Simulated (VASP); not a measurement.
Set up this calculation in VASP 6.6.1, as the native input.

* Task: single point
* Functional: r2SCAN
* Potentials or basis: VASP PAW PBE potentials, release 64 (Sn_d)
* Cutoff: 520 eV
* k mesh: 12 × 12 × 12
* Occupations: gaussian, width 0.1 eV
* Spin: no spin polarisation
* Dipole correction: no
* Further INCAR settings: ALGO = Normal; EDIFF = 1e-07; NBANDS = 21

Sn:

```
Sn
1.0
     0.00000    3.34760    3.34760
     3.34760    0.00000    3.34760
     3.34760    3.34760    0.00000
Sn
2
Direct
  0.00000 0.00000 0.00000
  0.25000 0.25000 0.25000
```

This cell differs from its parent crystal: volume scaled by 1.06.

The input as run:

POSCAR

```
Sn
1.0
    0.0000000000      3.3476041854      3.3476041854
    3.3476041854      0.0000000000      3.3476041854
    3.3476041854      3.3476041854      0.0000000000
Sn
2
Direct
    0.0000000000      0.0000000000      0.0000000000
    0.2500000000      0.2500000000      0.2500000000
```

INCAR.step1

```
SYSTEM = Sn
PREC = Accurate ; ENCUT = 520
ISMEAR = 0 ; SIGMA = 0.1
LREAL = .False. ; LASPH = .True.
NELM = 60 ; NBANDS = 21
GGA = PE ; ALGO = Normal
EDIFF = 1E-4 ; LWAVE = .True.
LCHARG = .False.
```

INCAR.step2

```
SYSTEM = Sn
PREC = Accurate ; ENCUT = 520
EDIFF = 1E-7 ; ISMEAR = 0
SIGMA = 0.1 ; LREAL = .False.
LASPH = .True. ; NELM = 60
ALGO = Normal ; ISIF = 2
LWAVE = .False. ; LCHARG = .True.
METAGGA = R2SCAN ; LMIXTAU = .True.
LELF = .True. ; LVHAR = .True.
NBANDS = 21 ; ISTART = 1
```

KPOINTS

```
Automatic mesh
0
Gamma
  12 12 12
  0 0 0
```

Potentials or basis: VASP PAW PBE potentials, release 64 (Sn_d).

Launch:

```sh
$ cat potpaw_PBE.64/Sn_d/POTCAR > POTCAR
$ cp INCAR.step1 INCAR
$ mpirun -np 1 vasp_std > vasp.out
$ cp INCAR.step2 INCAR
$ mpirun -np 1 vasp_std > vasp.out
```

It gave:

| Quantity | Value |
| --- | --- |
| Pressure | -2.2 GPa |
| Band gap on the k mesh | zero (band 14 reaches 4.63 eV, above the bottom of band 15 at 4.57 eV) |

Caveat: the PAW data sets were made with another functional, which shifts forces and pressure a little; spin-orbit coupling is left out, which moves the levels of the heavy elements.

Wall time 2.9 min on 1 thread of Intel(R) Xeon(R) Platinum 8559C (Emerald Rapids), on a shared host, peak memory 0.27 GiB.
